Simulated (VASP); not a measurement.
A run of VASP 6.6.1 is set up as follows.

The input INCAR:

```
PREC = Accurate ; ENCUT = 520
EDIFF = 1E-6 ; ISMEAR = -1
SIGMA = 0.05 ; LREAL = False
LASPH = True ; NELM = 80
ALGO = Normal ; ISIF = 2
LWAVE = False ; LCHARG = False
GGA = PE ; NBANDS = 12
```

KPOINTS

```
Automatic mesh
0
Gamma
  17 17 16
```

The input POSCAR:

```
Ta
1.0
    2.7907504279      0.0000000000      0.0000000000
   -1.3953752139      2.4168607662      0.0000000000
    0.0000000000      0.0000000000      2.6385863764
Ta
1
Direct
    0.0000000000      0.0000000000      0.0000000000
```

Potentials or basis: VASP PAW PBE potentials, release 64 (Ta_pv).

The run is started by

```sh
$ cat potpaw_PBE.64/Ta_pv/POTCAR > POTCAR
$ mpirun -np 1 vasp_std > vasp.out
```

Q: Predict the pressure.

A: 21.2 GPa.

Stress tensor (GPa, compression positive):
```
21.15  0.00  0.00
 0.00 21.15  0.00
 0.00  0.00 21.23
```
